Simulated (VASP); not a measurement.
# In (P6_3/mmc) in VASP: notebook

The runs below take In through single point, relaxation of cell and atoms, with PBE.

All numbers are computed with VASP 6.6.1; they aren't measurements. Logs are shortened: lines on timing, memory, paths and dates and some standing lists are left out, and cuts for length are marked.

## Step 1: The cell of the first run

Symmetry: P6_3/mmc, No. 194, hexagonal system. The conventional cell has a = 3.367 Å, b = 3.367 Å, c = 5.650 Å, α = 90.00°, β = 90.00°, γ = 120.00°. Within 4.4 Å of In (site symmetry -6m2) lie 12 In at 3.37 to 3.43 Å.

## Step 2: Single point, PBE

INCAR reads:

```
SYSTEM = In
PREC = Accurate
ENCUT = 520
EDIFF = 1E-6
ISMEAR = -1
SIGMA = 0.05
LREAL = .False.
LASPH = .True.
NELM = 80
ALGO = Normal
ISIF = 2
LWAVE = .False.
LCHARG = .False.
GGA = PE
NBANDS = 20
```

KPOINTS reads:

```
regular mesh
0
Gamma
  14 14 8
  0 0 0
```

POSCAR reads:

```
In
1.0
    3.3665953807      0.0000000000      0.0000000000
   -1.6832976903      2.9155571240      0.0000000000
    0.0000000000      0.0000000000      5.6499333663
In
2
Direct
    0.3333333333      0.6666666667      0.2500000000
    0.6666666667      0.3333333333      0.7500000000
```

Potentials or basis: VASP PAW PBE potentials, release 64 (In_d).

Launch:

```bash
> cat potpaw_PBE.64/In_d/POTCAR > POTCAR
> mpirun -np 1 vasp_std > vasp.out
```

OUTCAR:

```text
SYSTEM = In
   PREC = Accurate
   ENCUT = 520
   EDIFF = 1E-6
   ISMEAR = -1
   LREAL = .False.
   LASPH = .True.
   NELM = 80
   ISIF = 2
   GGA = PE

 ion  position               nearest neighbor table
   1  0.333  0.667  0.250-   2 3.43   2 3.43   2 3.43   2 3.43   2 3.43   2 3.43
   2  0.667  0.333  0.750-   1 3.43   1 3.43   1 3.43   1 3.43   1 3.43   1 3.43

  LATTYP: Found a hexagonal cell.
 ALAT       =     3.3665953807
 C/A-ratio  =     1.6782335646

  Lattice vectors:

 A1 = (   3.3665953807,   0.0000000000,   0.0000000000)
 A2 = (  -1.6832976903,   2.9155571240,   0.0000000000)
 A3 = (   0.0000000000,   0.0000000000,   5.6499333663)

Analysis of symmetry for initial positions (statically):
=====================================================================
 Subroutine PRICEL returns:
 Original cell was already a primitive cell.

 Routine SETGRP: Setting up the symmetry group for a
 hexagonal supercell.

 Subroutine GETGRP returns: Found 24 space group operations
 (whereof 12 operations were pure point group operations)
 out of a pool of 24 trial point group operations.

The static configuration has the point symmetry D_3d.
 The point group associated with its full space group is D_6h.

Analysis of symmetry for dynamics (positions and initial velocities):
=====================================================================
 Subroutine PRICEL returns:
 Original cell was already a primitive cell.

 Routine SETGRP: Setting up the symmetry group for a
 hexagonal supercell.

 Subroutine GETGRP returns: Found 24 space group operations
 (whereof 12 operations were pure point group operations)
 out of a pool of 24 trial point group operations.

The dynamic configuration has the point symmetry D_3d.
 The point group associated with its full space group is D_6h.

 Subroutine INISYM returns: Found 24 space group operations
 (whereof 12 operations are pure point group operations),
 and found     1 'primitive' translations

----------------------------------------------------------------------------------------

                                     Primitive cell

  volume of cell :      55.4569

  direct lattice vectors                    reciprocal lattice vectors
     3.366595381  0.000000000  0.000000000     0.297035992  0.171493810  0.000000000
    -1.683297690  2.915557124  0.000000000     0.000000000  0.342987620  0.000000000
     0.000000000  0.000000000  5.649933366     0.000000000  0.000000000  0.176993238

[... 73 lines left out ...]
 SYSTEM =  In
   PREC   = accura    normal or accurate (medium, high low for compatibility)
   ISTART =      0    job   : 0-new  1-cont  2-samecut
   ICHARG =      2    charge: 1-file 2-atom 10-const
   ISPIN  =      1    spin polarized calculation?
   LNONCOLLINEAR =      F non collinear calculations
   LSORBIT =      F    spin-orbit coupling
   LASPH  =      T    aspherical Exc in radial PAW
   ENCUT  =  520.0 eV  38.22 Ry    6.18 a.u.   6.26  6.26 10.51*2*pi/ulx,y,z
   NELM   =     80;   NELMIN=  2; NELMDL= -5     # of ELM steps
   EDIFF  = 0.1E-05   stopping-criterion for ELM
   LREAL  =      F    real-space projection
   EDIFFG = 0.1E-04   stopping-criterion for IOM
   NSW    =      0    number of steps for IOM
   IBRION =     -1    ionic relax: 0-MD 1-quasi-New 2-CG
   NFREE  =      0    steps in history (QN), initial steepest desc. (CG)
   ISIF   =      2    stress and relaxation
   ISYM   =      2    0-nonsym 1-usesym 2-fastsym
   POTIM  = 0.5000    time-step for ionic-motion
   TEBEG  =    0.0;   TEEND  =   0.0 temperature during run
   PSTRESS=    0.0 pullay stress
   NELECT =      26.0000    total number of electrons
   NUPDOWN=      -1.0000    fix difference up-down
   EMIN   =  10.00;   EMAX   =-10.00  energy-range for DOS
   EFERMI =   0.00;   METHOD = LEGACY
   ISMEAR =    -1;   SIGMA  =   0.05  broadening in eV -4-tet -1-fermi 0-gaus
   EFERMI_NEDOS =   21; number of points for ismear=-14 and -15
   IALGO  =     38    algorithm
   IMIX   =      4    mixing-type and parameters
     AMIX     =   0.40;   BMIX     =  1.00
     AMIX_MAG =   1.60;   BMIX_MAG =  1.00
  volume/ion in A,a.u.               =      27.73       187.12
  Fermi-wavevector in a.u.,A,eV,Ry     =   1.271786  2.403327 22.006599  1.617439
  Thomas-Fermi vector in A             =   2.404700
   LORBIT       =      0    0 simple, 1 ext, 2 COOP (PROOUT), +10 PAW based schemes
   GGA     = PE    functional components
   LHFCALC =     F    Hartree Fock is set to
   AEXX    =    0.0000 exact exchange contribution
   IVDW    =     0    specifies the selected vdW correction
   LEPSILON=     F    determine dielectric tensor
   LRPA    =     F    only Hartree local field effects (RPA)
 non-spin polarized calculation
  energy-cutoff  :      520.00
  volume of cell :       55.46
 maximum number of plane-waves:      1511
 NGX is ok and might be reduce to    28
   NGX = 13   NGY = 13   NGZ = 21

 number of electron      26.0000004 magnetization

 Free energy of the ion-electron system (eV)
  ---------------------------------------------------
  ext. energy  EPLUGINS =         0.00000000
  ---------------------------------------------------
  free energy    TOTEN  =        -5.11516178 eV

  energy without entropy =       -5.10822280  energy(sigma->0) =       -5.11169229

 E-fermi :   6.9376     XC(G=0):  -9.9798

 val. band max:        6.9352060863   @ k =   0.2857   0.0714   0.0000
 cond. band min:       6.9513303035   @ k =   0.4286   0.0000   0.2500
 fundamental gap:      0.0161242172
 Fermi energy:         6.9376344054

 k-point     1 :       0.0000    0.0000    0.0000
  band No.  band energies     occupation
      1      -7.7467      2.00000
      2      -7.7140      2.00000
      3      -7.6762      2.00000
      4      -7.6762      2.00000
      5      -7.6545      2.00000
      6      -7.6545      2.00000
[... 541 lines left out ...]
     19      12.5345      0.00000
     20      21.4850      0.00000

 [... further k-points ...]
[... 5 lines left out ...]
  --------------------------------------------------------------------------------------
  -------------------------------------------------------------------------------------
  Total       -0.0138160     -0.0138160     -0.0239645     -0.0000000     -0.0000000      0.0000000
  in kB       -0.3991517     -0.3991517     -0.6923464     -0.0000000     -0.0000000      0.0000000
  external PRESSURE =      -0.4968833 kB  Pullay stress =       0.0000000 kB

 VOLUME and BASIS-vectors are now :
 -----------------------------------------------------------------------------
  energy-cutoff  :      520.00
  volume of cell :       55.46
      direct lattice vectors                 reciprocal lattice vectors
     3.366595381  0.000000000  0.000000000     0.297035992  0.171493810  0.000000000
    -1.683297690  2.915557124  0.000000000     0.000000000  0.342987620  0.000000000
     0.000000000  0.000000000  5.649933366     0.000000000  0.000000000  0.176993238

 POSITION                                       TOTAL-FORCE (eV/Angst)
 -----------------------------------------------------------------------------------
     -0.00000      1.94370      1.41248         0.000000      0.000000      0.000000
      1.68330      0.97185      4.23745        -0.000000      0.000000      0.000000
 -----------------------------------------------------------------------------------
    total drift:                                0.000000     -0.000000      0.000000

  FREE ENERGIE OF THE ION-ELECTRON SYSTEM (eV)
  ---------------------------------------------------
  free  energy   TOTEN  =        -5.1151617787 eV

  energy  without entropy=       -5.1082227971  energy(sigma->0) =       -5.11169229
```

stdout:

```text
POSCAR found type information on POSCAR In
 POSCAR found :  1 types and       2 ions
 scaLAPACK will be used
 LDA part: xc-table for (Slater+PW92), standard interpolation
 POSCAR, INCAR and KPOINTS ok, starting setup
 FFT: planning ... GRIDC
 FFT: planning ... GRID_SOFT
 FFT: planning ... GRID
 WAVECAR not read
 entering main loop
```

It took 45 s on 1 thread of Intel Xeon 6975P-C (Granite Rapids), shared host; peak memory 0.24 GiB.

What came out:

```yaml
Free_energy: -5.1152 eV
Pressure: 0.0 GPa
Band_gap_on_the_k_mesh: zero (band 13 reaches 10.16 eV, above the bottom of band 14 at 4.40 eV)
```

Caveat: spin-orbit coupling is left out, which moves the levels of the heavy elements.

## Step 3: Relaxation of cell and atoms, PBE

This run uses another cell than the first one, of 27.52 Å³/atom, 0.992 times its volume.

INCAR reads:

```
PREC = Accurate ; ENCUT = 600
EDIFF = 1E-6 ; ISMEAR = -1
SIGMA = 0.05 ; LREAL = False
LASPH = True ; NELM = 80
ALGO = Normal ; ISIF = 3
LWAVE = False ; LCHARG = False
GGA = PE ; IBRION = 2
NSW = 60 ; EDIFFG = -0.005
```

KPOINTS reads:

```
Automatic mesh
0
Gamma
  14 14 8
```

POSCAR reads:

```
In
1.0
    3.3976968081      0.0000000000      0.0000000000
   -1.6988484040      2.9424917501      0.0000000000
    0.0000000000      0.0000000000      5.5042688291
In
2
Direct
    0.3333333333      0.6666666667      0.2500000000
    0.6666666667      0.3333333333      0.7500000000
```

Potentials or basis: VASP PAW PBE potentials, release 64 (In_d).

Launch:

```bash
> cat potpaw_PBE.64/In_d/POTCAR > POTCAR
> mpirun -np 1 vasp_std > vasp.out
```

Wall time 18 min (1 thread of AMD EPYC 7R13, shared host); peak memory 0.28 GiB.

The run converged. Its results:

* Free energy: -5.1150 eV
* Relaxed volume: 27.74 Å³/atom
* Relaxed cell: a = 3.368 Å, b = 3.368 Å, c = 5.648 Å, α = 90.00°, β = 90.00°, γ = 120.00°
* Space group after relaxing (to 0.05 Å): P6_3/mmc (No. 194)
* Energy gained by relaxing: 1.6 meV/atom
* Ionic steps: 23
* Pressure after relaxing: 0.0 GPa
* Band gap on the k mesh: zero (band 13 reaches 10.15 eV, above the bottom of band 14 at 4.40 eV)

Step by step:
| step | energy change (eV) | largest force (eV/Å) | pressure (GPa) | volume (Å³) |
| --- | --- | --- | --- | --- |
| 1 | 0.0000 | 0.0000 | 0.28 | 55.03 |
| 2 | -0.0007 | 0.0000 | 0.04 | 55.41 |
| 3 | -0.0008 | 0.0000 | -0.05 | 55.60 |
| 4 | -0.0007 | 0.0000 | -0.31 | 55.99 |
| 5 | -0.0008 | 0.0000 | -0.14 | 55.72 |
| 6 | -0.0015 | 0.0000 | -0.09 | 55.74 |
| 7 | -0.0028 | 0.0000 | -0.22 | 55.81 |
| 8 | -0.0029 | 0.0000 | -0.17 | 55.82 |
| 9 | -0.0031 | 0.0000 | 0.10 | 55.33 |
| 10 | -0.0031 | 0.0000 | 0.00 | 55.46 |
| 11 | -0.0031 | 0.0000 | 0.00 | 55.47 |
| 12 | -0.0030 | 0.0000 | -0.12 | 55.65 |
| 13 | -0.0031 | 0.0000 | 0.00 | 55.48 |
| 14 | -0.0031 | 0.0000 | -0.06 | 55.56 |
| 15 | -0.0031 | 0.0000 | 0.05 | 55.49 |
| 16 | -0.0031 | 0.0000 | -0.03 | 55.53 |
| 17 | -0.0031 | 0.0000 | -0.03 | 55.52 |
| 18 | -0.0031 | 0.0000 | -0.02 | 55.50 |
| 19 | -0.0031 | 0.0000 | -0.02 | 55.49 |
| 20 | -0.0031 | 0.0000 | 0.02 | 55.47 |
| 21 | -0.0031 | 0.0000 | 0.04 | 55.48 |
| 22 | -0.0031 | 0.0000 | -0.03 | 55.48 |
| 23 | -0.0031 | 0.0000 | -0.01 | 55.48 |

Final structure:
```yaml
crystal:
  lattice:
    - [3.36802, 0.00000, 0.00000]
    - [-1.68401, 2.91679, 0.00000]
    - [0.00000, 0.00000, 5.64778]
  atoms:
    - { symbol: In, position: [0.33333, 0.66667, 0.25000] }
    - { symbol: In, position: [0.66667, 0.33333, 0.75000] }
```

Levels at points of the mesh, in eV from the Fermi level:
| k point | band 10 | band 11 | band 12 | band 13 | band 14 | band 15 | band 16 | band 17 |
| --- | --- | --- | --- | --- | --- | --- | --- | --- |
| (0.00, 0.00, 0.00) | -14.37 | -9.21 | -4.62 | -3.26 | 8.22 | 8.22 | 9.52 | 9.92 |
| (0.50, 0.00, 0.00) | -14.32 | -4.72 | -3.98 | -0.17 | 0.17 | 0.88 | 2.80 | 4.08 |
| (0.00, 0.00, 0.50) | -14.43 | -7.93 | -7.93 | 2.54 | 2.54 | 9.14 | 9.14 | 9.14 |
| (0.50, 0.00, 0.50) | -14.33 | -3.55 | -3.55 | -2.53 | -2.53 | 5.48 | 5.48 | 5.67 |

Caveat: spin-orbit coupling is left out, which moves the levels of the heavy elements.

## Step 4: Relaxation of cell and atoms, PBE

INCAR reads:

```
PREC = Accurate
ENCUT = 600
EDIFF = 1E-6
ISMEAR = -1
SIGMA = 0.05
LREAL = F
LASPH = T
NELM = 80
ALGO = Normal
ISIF = 3
LWAVE = F
LCHARG = F
GGA = PE
IBRION = 2
NSW = 45
EDIFFG = -0.005
```

KPOINTS is that of step 3.

POSCAR reads:

```
In
1.0
    3.3665953807      0.0000000000      0.0000000000
   -1.6832976903      2.9155571240      0.0000000000
    0.0000000000      0.0000000000      5.6499333663
In
2
Direct
    0.3333333333      0.6666666667      0.2500000000
    0.6666666667      0.3333333333      0.7500000000
```

Launch:

```bash
> cat potpaw_PBE.64/In_d/POTCAR > POTCAR
> mpirun -np 1 vasp_std > vasp.out
```

It took 78 s on 1 thread of AMD EPYC 7R13, shared host; peak memory 0.26 GiB.

Results (log left out):

```
Free energy             : -5.1151 eV
Pressure after relaxing : 0.0 GPa
Band gap on the k mesh  : zero (band 13 reaches 10.16 eV, above the bottom of band 14 at 4.40 eV)
```

Final structure:
```
CELL_PARAMETERS angstrom
3.36660 0.00000 0.00000
-1.68330 2.91556 0.00000
0.00000 0.00000 5.64993
ATOMIC_POSITIONS crystal
In 0.33333 0.66667 0.25000
In 0.66667 0.33333 0.75000
```

Levels at points of the mesh, in eV from the Fermi level:
```
           k point  band 9  band 10  band 11  band 12  band 13  band 14  band 15  band 16  band 17
(0.00, 0.00, 0.00)  -14.37   -14.37    -9.21    -4.63    -3.27     8.23     8.23     9.50     9.94
(0.50, 0.00, 0.00)  -14.34   -14.32    -4.72    -3.98    -0.17     0.16     0.88     2.80     4.09
(0.00, 0.00, 0.50)  -14.43   -14.43    -7.94    -7.94     2.52     2.52     9.15     9.15     9.15
(0.50, 0.00, 0.50)  -14.33   -14.33    -3.55    -3.55    -2.53    -2.53     5.49     5.49     5.67
```

Caveat: the relaxation stopped at its first step, so nothing moved; spin-orbit coupling is left out, which moves the levels of the heavy elements.

## Step 5: Overview

| task | cell | cutoff (eV) | gap on the mesh (eV) | pressure (GPa) |
| --- | --- | --- | --- | --- |
| single point | a = 3.367, b = 3.367, c = 5.650 Å, angles 90.0, 90.0, 120.0°, 2 atoms | 520 | none | 0.0 |
| relaxation of cell and atoms | relaxed from a = 3.398, b = 3.398, c = 5.504 Å, angles 90.0, 90.0, 120.0°, 2 atoms | 600 | none | 0.0 |
| relaxation of cell and atoms | relaxed from a = 3.367, b = 3.367, c = 5.650 Å, angles 90.0, 90.0, 120.0°, 2 atoms | 600 | none | 0.0 |

Alike in all rows: level PBE; potentials or basis VASP PAW PBE potentials, release 64 (In_d); no spin polarisation; k mesh 14 × 14 × 8; smearing fermi-dirac 0.05 eV.

Caveats: spin-orbit coupling is left out, which moves the levels of the heavy elements; the relaxation stopped at its first step, so nothing moved (some runs).

Total energies depend on the potentials used, so only differences within one code and one set of settings carry meaning.
